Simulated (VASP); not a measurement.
# AlN (wurtzite type) (P6_3mc) in VASP: notebook

AlN (wurtzite type) is run at these levels: PBE; tasks: single point, relaxation of cell and atoms.

Everything below comes from runs of VASP 6.6.1. Logs are shortened: lines on timing, memory, paths and dates and some standing lists are left out, and cuts for length are marked.

### 1 The cell of the first run

The structure is hexagonal, space group P6_3mc (No. 186). The conventional cell has a = 3.130 Å, b = 3.130 Å, c = 5.018 Å, α = 90.00°, β = 90.00°, γ = 120.00°. Within 2.5 Å of Al (site symmetry 3m) lie 4 N at 1.90 to 1.91 Å. N (site symmetry 3m) has 4 Al at 1.90 to 1.91 Å within 2.5 Å.

### 2 Single point, PBE

The input, INCAR:

```
SYSTEM = AlN
  PREC = Accurate
  ENCUT = 520
  EDIFF = 1E-6
  ISMEAR = -1
  SIGMA = 0.02
  LREAL = .FALSE.
  LASPH = .TRUE.
  NELM = 100
  ALGO = Normal
  ISIF = 2
  LWAVE = .FALSE.
  LCHARG = .TRUE.
  GGA = PE
  LELF = .TRUE.
  LVHAR = .TRUE.
  NBANDS = 16
```

The input, KPOINTS:

```
regular mesh
0
G
  12 12 7
  0 0 0
```

The input, POSCAR:

```
AlN
1.0
    3.1301578475      0.0000000000      0.0000000000
   -1.5650789238      2.7107962138      0.0000000000
    0.0000000000      0.0000000000      5.0181096024
Al N
2 2
Direct
    0.3333333333      0.6666666667     -0.0027596937
    0.6666666667      0.3333333333      0.4972403063
    0.3333333333      0.6666666667      0.3787596937
    0.6666666667      0.3333333333      0.8787596937
```

Potentials or basis: VASP PAW PBE potentials, release 64 (Al, N).

Launch:

```bash
$ cat potpaw_PBE.64/Al/POTCAR potpaw_PBE.64/N/POTCAR > POTCAR
$ mpirun -np 1 vasp_std > vasp.out
```

OUTCAR:

```text
SYSTEM = AlN
   PREC = Accurate
   ENCUT = 520
   EDIFF = 1E-6
   ISMEAR = -1
   LREAL = .FALSE.
   LASPH = .TRUE.
   NELM = 100
   ISIF = 2
   GGA = PE

 ion  position               nearest neighbor table
   1  0.333  0.667  0.997-   4 1.90   4 1.90   4 1.90   3 1.91   2 3.09   2 3.09   2 3.09   2 3.09
                             2 3.09   2 3.09
   2  0.667  0.333  0.497-   3 1.90   3 1.90   3 1.90   4 1.91   1 3.09   1 3.09   1 3.09   1 3.09
                             1 3.09   1 3.09
   3  0.333  0.667  0.379-   2 1.90   2 1.90   2 1.90   1 1.91
   4  0.667  0.333  0.879-   1 1.90   1 1.90   1 1.90   2 1.91

  LATTYP: Found a hexagonal cell.
 ALAT       =     3.1301578475
 C/A-ratio  =     1.6031490573

  Lattice vectors:

 A1 = (   3.1301578475,   0.0000000000,   0.0000000000)
 A2 = (  -1.5650789238,   2.7107962138,   0.0000000000)
 A3 = (   0.0000000000,   0.0000000000,   5.0181096024)

Analysis of symmetry for initial positions (statically):
=====================================================================
 Subroutine PRICEL returns:
 Original cell was already a primitive cell.

 Routine SETGRP: Setting up the symmetry group for a
 hexagonal supercell.

 Subroutine GETGRP returns: Found 12 space group operations
 (whereof  6 operations were pure point group operations)
 out of a pool of 24 trial point group operations.

The static configuration has the point symmetry C_3v.
 The point group associated with its full space group is C_6v.

Analysis of symmetry for dynamics (positions and initial velocities):
=====================================================================
 Subroutine PRICEL returns:
 Original cell was already a primitive cell.

 Routine SETGRP: Setting up the symmetry group for a
 hexagonal supercell.

 Subroutine GETGRP returns: Found 12 space group operations
 (whereof  6 operations were pure point group operations)
 out of a pool of 24 trial point group operations.

The dynamic configuration has the point symmetry C_3v.
 The point group associated with its full space group is C_6v.

 Subroutine INISYM returns: Found 12 space group operations
 (whereof  6 operations are pure point group operations),
 and found     1 'primitive' translations

----------------------------------------------------------------------------------------

                                     Primitive cell

  volume of cell :      42.5798

  direct lattice vectors                    reciprocal lattice vectors
     3.130157848  0.000000000  0.000000000     0.319472707  0.184447653  0.000000000
    -1.565078924  2.710796214  0.000000000     0.000000000  0.368895306  0.000000000
     0.000000000  0.000000000  5.018109602     0.000000000  0.000000000  0.199278230

  length of vectors
     3.130157848  3.130157848  5.018109602     0.368895306  0.368895306  0.199278230

  position of ions in fractional coordinates (direct lattice)
     0.333333333  0.666666667  0.997240306
     0.666666667  0.333333333  0.497240306
     0.333333333  0.666666667  0.378759694
     0.666666667  0.333333333  0.878759694

  ion indices of the primitive-cell ions
   primitive index   ion index
                 1           1
                 2           2
                 3           3
                 4           4

----------------------------------------------------------------------------------------

 KPOINTS: regular mesh

Automatic generation of k-mesh.
 Grid dimensions read from file:
 generate k-points for:   12   12    7

 Generating k-lattice:

  Cartesian coordinates                     Fractional coordinates (reciprocal lattice)
     0.026622726  0.015370638  0.000000000     0.083333333  0.000000000  0.000000000
     0.000000000  0.030741276  0.000000000     0.000000000  0.083333333  0.000000000
     0.000000000  0.000000000  0.028468319     0.000000000  0.000000000  0.142857143

  Length of vectors
     0.030741276  0.030741276  0.028468319

  Shift w.r.t. Gamma in fractional coordinates (k-lattice)
     0.000000000  0.000000000  0.000000000

 Subroutine IBZKPT returns following result:
 ===========================================

 Found     76 irreducible k-points:

 Following reciprocal coordinates:
            Coordinates               Weight
  0.000000  0.000000  0.000000      1.000000
  0.083333  0.000000  0.000000      6.000000
  0.166667  0.000000  0.000000      6.000000
  0.250000  0.000000  0.000000      6.000000
  0.333333  0.000000  0.000000      6.000000
  0.416667  0.000000  0.000000      6.000000
[... 16 lines left out ...]
  0.250000  0.000000  0.142857     12.000000
  0.333333  0.000000  0.142857     12.000000
 [... further k-points ...]
   k-points           NKPTS =     76   k-points in BZ     NKDIM =     76   number of bands    NBANDS=     16
   number of dos      NEDOS =    301   number of ions     NIONS =      4
   total plane-waves  NPLWV =  23040
   dimension x,y,z NGX =    24 NGY =   24 NGZ =   40
   dimension x,y,z NGXF=    48 NGYF=   48 NGZF=   80
   ions per type =               2   2
   NGX,Y,Z   is equivalent  to a cutoff of  12.75, 12.75, 13.25 a.u.
   NGXF,Y,Z  is equivalent  to a cutoff of  25.49, 25.49, 26.50 a.u.
 SYSTEM =  AlN
   PREC   = accura    normal or accurate (medium, high low for compatibility)
   ISTART =      0    job   : 0-new  1-cont  2-samecut
   ICHARG =      2    charge: 1-file 2-atom 10-const
   ISPIN  =      1    spin polarized calculation?
   LNONCOLLINEAR =      F non collinear calculations
   LSORBIT =      F    spin-orbit coupling
   LASPH  =      T    aspherical Exc in radial PAW
   ENCUT  =  520.0 eV  38.22 Ry    6.18 a.u.   5.82  5.82  9.33*2*pi/ulx,y,z
   NELM   =    100;   NELMIN=  2; NELMDL= -5     # of ELM steps
   EDIFF  = 0.1E-05   stopping-criterion for ELM
   LREAL  =      F    real-space projection
   EDIFFG = 0.1E-04   stopping-criterion for IOM
   NSW    =      0    number of steps for IOM
   IBRION =     -1    ionic relax: 0-MD 1-quasi-New 2-CG
   NFREE  =      0    steps in history (QN), initial steepest desc. (CG)
   ISIF   =      2    stress and relaxation
   ISYM   =      2    0-nonsym 1-usesym 2-fastsym
   POTIM  = 0.5000    time-step for ionic-motion
   TEBEG  =    0.0;   TEEND  =   0.0 temperature during run
   PSTRESS=    0.0 pullay stress
   NELECT =      16.0000    total number of electrons
   NUPDOWN=      -1.0000    fix difference up-down
   EMIN   =  10.00;   EMAX   =-10.00  energy-range for DOS
   EFERMI =   0.00;   METHOD = LEGACY
   ISMEAR =    -1;   SIGMA  =   0.02  broadening in eV -4-tet -1-fermi 0-gaus
   EFERMI_NEDOS =   21; number of points for ismear=-14 and -15
   IALGO  =     38    algorithm
   IMIX   =      4    mixing-type and parameters
     AMIX     =   0.40;   BMIX     =  1.00
     AMIX_MAG =   1.60;   BMIX_MAG =  1.00
  volume/ion in A,a.u.               =      10.64        71.84
  Fermi-wavevector in a.u.,A,eV,Ry     =   1.181355  2.232437 18.988284  1.395600
  Thomas-Fermi vector in A             =   2.317630
   LORBIT       =      0    0 simple, 1 ext, 2 COOP (PROOUT), +10 PAW based schemes
   GGA     = PE    functional components
   LHFCALC =     F    Hartree Fock is set to
   AEXX    =    0.0000 exact exchange contribution
   IVDW    =     0    specifies the selected vdW correction
   LEPSILON=     F    determine dielectric tensor
   LRPA    =     F    only Hartree local field effects (RPA)
 non-spin polarized calculation
  energy-cutoff  :      520.00
  volume of cell :       42.58
 maximum number of plane-waves:      1164
 NGX is ok and might be reduce to    24
   NGX = 11   NGY = 11   NGZ = 19

 number of electron      15.9999999 magnetization

 Free energy of the ion-electron system (eV)
  ---------------------------------------------------
  ext. energy  EPLUGINS =         0.00000000
  ---------------------------------------------------
  free energy    TOTEN  =       -29.78050638 eV

  energy without entropy =      -29.78050638  energy(sigma->0) =      -29.78050638

 E-fermi :   6.3204     XC(G=0): -10.8270

 val. band max:        5.9639507615   @ k =   0.0000   0.0000   0.0000
 cond. band min:      10.0078241193   @ k =   0.0000   0.0000   0.0000
 fundamental gap:      4.0438733578
 Fermi energy:         6.3203682429

 k-point     1 :       0.0000    0.0000    0.0000
  band No.  band energies     occupation
      1      -9.1031      2.00000
      2      -7.0205      2.00000
      3       0.0587      2.00000
      4       5.1194      2.00000
      5       5.1194      2.00000
      6       5.7618      2.00000
[... 8 lines left out ...]
     15      18.9303      0.00000
     16      18.9303      0.00000

 k-point     2 :       0.0833    0.0000    0.0000
  band No.  band energies     occupation
      1      -9.0165      2.00000
      2      -6.9715      2.00000
      3       0.1625      2.00000
      4       4.7108      2.00000
      5       5.0047      2.00000
      6       5.3466      2.00000
[... 8 lines left out ...]
     15      18.9478      0.00000
     16      19.0080      0.00000

 k-point     3 :       0.1667    0.0000    0.0000
  band No.  band energies     occupation
      1      -8.7642      2.00000
      2      -6.8374      2.00000
      3       0.4686      2.00000
      4       3.7159      2.00000
      5       4.4749      2.00000
      6       4.7345      2.00000
[... 8 lines left out ...]
     15      18.1903      0.00000
     16      18.6486      0.00000

 k-point     4 :       0.2500    0.0000    0.0000
  band No.  band energies     occupation
      1      -8.3717      2.00000
      2      -6.6600      2.00000
      3       0.9583      2.00000
      4       2.5581      2.00000
      5       3.5218      2.00000
      6       4.4236      2.00000
[... 8 lines left out ...]
     15      17.8730      0.00000
     16      19.1096      0.00000
[... 324 lines left out ...]
 k-point    22 :       0.1667    0.0000    0.1429
  band No.  band energies     occupation
      1      -8.6914      2.00000
      2      -6.9695      2.00000
      3       0.6855      2.00000
      4       3.7677      2.00000
      5       4.3006      2.00000
      6       4.7760      2.00000
[... 8 lines left out ...]
     15      18.2949      0.00000
     16      18.7463      0.00000

 k-point    23 :       0.2500    0.0000    0.1429
  band No.  band energies     occupation
      1      -8.3042      2.00000
      2      -6.7703      2.00000
      3       1.0621      2.00000
      4       2.6828      2.00000
      5       3.3841      2.00000
      6       4.4717      2.00000
[... 8 lines left out ...]
     15      18.1168      0.00000
     16      19.1575      0.00000

 k-point    24 :       0.3333    0.0000    0.1429
  band No.  band energies     occupation
      1      -7.8325      2.00000
      2      -6.5922      2.00000
      3       1.1651      2.00000
      4       2.0443      2.00000
      5       2.6341      2.00000
      6       4.2058      2.00000
[... 8 lines left out ...]
     15      18.1667      0.00000
     16      20.1115      0.00000

 [... further k-points ...]

------------------------ aborting loop because EDIFF is reached ----------------------------------------

  FORCE on cell =-STRESS in cart. coord.  units (eV):
  Direction    XX          YY          ZZ          XY          YZ          ZX
  --------------------------------------------------------------------------------------
  -------------------------------------------------------------------------------------
  Total       -0.0710020     -0.0710020     -0.0557493      0.0000000      0.0000000      0.0000000
  in kB       -2.6716412     -2.6716412     -2.0977150      0.0000000      0.0000000      0.0000000
  external PRESSURE =      -2.4803324 kB  Pullay stress =       0.0000000 kB

 VOLUME and BASIS-vectors are now :
 -----------------------------------------------------------------------------
  energy-cutoff  :      520.00
  volume of cell :       42.58
      direct lattice vectors                 reciprocal lattice vectors
     3.130157848  0.000000000  0.000000000     0.319472707  0.184447653  0.000000000
    -1.565078924  2.710796214  0.000000000     0.000000000  0.368895306  0.000000000
     0.000000000  0.000000000  5.018109602     0.000000000  0.000000000  0.199278230

 POSITION                                       TOTAL-FORCE (eV/Angst)
 -----------------------------------------------------------------------------------
     -0.00000      1.80720      5.00426         0.000000      0.000000     -0.000113
      1.56508      0.90360      2.49521        -0.000000     -0.000000     -0.000113
     -0.00000      1.80720      1.90066         0.000000      0.000000      0.000113
      1.56508      0.90360      4.40971        -0.000000     -0.000000      0.000113
 -----------------------------------------------------------------------------------
    total drift:                               -0.000000     -0.000000      0.000529

  FREE ENERGIE OF THE ION-ELECTRON SYSTEM (eV)
  ---------------------------------------------------
  free  energy   TOTEN  =       -29.7805063839 eV

  energy  without entropy=      -29.7805063839  energy(sigma->0) =      -29.78050638
```

Wall time 17 s (1 thread of Intel Xeon 6975P-C (Granite Rapids), shared host); peak memory 0.17 GiB.

Results:

```yaml
Free_energy: -29.7805 eV
Pressure: -0.2 GPa
Band_gap_on_the_k_mesh: 4.04 eV, direct
```

A k mesh can miss the band edges. As with any semilocal functional, this PBE gap is likely too small.

### 3 Relaxation of cell and atoms, PBE

This run uses another cell than the first one, of 10.00 Å³/atom, 0.939 times its volume.

The input, INCAR:

```
PREC = Accurate
ENCUT = 600
EDIFF = 1E-7
ISMEAR = -1
SIGMA = 0.02
LREAL = F
LASPH = T
NELM = 80
ALGO = Normal
ISIF = 3
LWAVE = F
LCHARG = F
GGA = PE
IBRION = 2
NSW = 60
EDIFFG = -0.005
```

The input, KPOINTS:

```
Automatic mesh
0
Gamma
  12 12 7
```

The input, POSCAR:

```
AlN
1.0
    3.0486945782      0.0000000000      0.0000000000
   -1.5243472891      2.6402469531      0.0000000000
    0.0000000000      0.0000000000      4.9693721624
Al N
2 2
Direct
    0.3333333333      0.6666666667      0.0000000000
    0.6666666667      0.3333333333      0.5000000000
    0.3333333333      0.6666666667      0.3760000000
    0.6666666667      0.3333333333      0.8760000000
```

Potentials or basis: VASP PAW PBE potentials, release 64 (Al, N).

Launch:

```bash
$ cat potpaw_PBE.64/Al/POTCAR potpaw_PBE.64/N/POTCAR > POTCAR
$ mpirun -np 1 vasp_std > vasp.out
```

It took 67 s on 1 thread of Intel Xeon 6975P-C (Granite Rapids), shared host; peak memory 0.18 GiB.

Results (log left out):

```
Free energy                            : -29.7805 eV
Relaxed volume                         : 10.63 Å³/atom
Relaxed cell                           : a = 3.128 Å, b = 3.128 Å, c = 5.015 Å, α = 90.00°, β = 90.00°, γ = 120.00°
Space group after relaxing (to 0.05 Å) : P6_3mc (No. 186)
Energy gained by relaxing              : 27.7 meV/atom
Ionic steps                            : 9
Pressure after relaxing                : 0.0 GPa
Band gap on the k mesh                 : 4.06 eV, direct
```

Step by step:
| step | energy change (eV) | largest force (eV/Å) | pressure (GPa) | volume (Å³) |
| --- | --- | --- | --- | --- |
| 1 | 0.0000 | 0.1860 | 13.52 | 40.00 |
| 2 | -0.0248 | 0.0404 | -10.12 | 45.08 |
| 3 | -0.1071 | 0.1065 | -0.33 | 42.60 |
| 4 | -0.1071 | 0.1080 | -0.09 | 42.55 |
| 5 | -0.1100 | 0.0529 | 0.04 | 42.51 |
| 6 | -0.1109 | 0.0078 | 0.13 | 42.48 |
| 7 | -0.1109 | 0.0056 | 0.14 | 42.48 |
| 8 | -0.1109 | 0.0049 | -0.14 | 42.53 |
| 9 | -0.1109 | 0.0005 | 0.00 | 42.50 |

Final structure:
```xyz
4
Lattice="3.1283 0.0000 0.0000 -1.5641 2.7092 0.0000 0.0000 0.0000 5.0152" Properties=species:S:1:pos:R:3 pbc="T T T"
Al    0.0000    1.8061    5.0014
Al    1.5641    0.9031    2.4938
N     0.0000    1.8061    1.8996
N     1.5641    0.9031    4.4072
```

Levels at points of the mesh, in eV from the valence-band top:
| k point | band 4 | band 5 | band 6 | band 7 | band 8 | band 9 | band 10 | band 11 | band 12 |
| --- | --- | --- | --- | --- | --- | --- | --- | --- | --- |
| (0.00, 0.00, 0.00) | -0.84 | -0.84 | -0.20 | -0.20 | 0.00 | 4.06 | 6.52 | 10.47 | 11.04 |
| (0.50, 0.00, 0.00) | -4.13 | -3.30 | -2.06 | -1.75 | -0.68 | 5.77 | 5.77 | 8.04 | 10.16 |

A k mesh can miss the band edges. A hybrid or GW would open this gap; PBE tends to underestimate it.

[end of part 1 of 2]
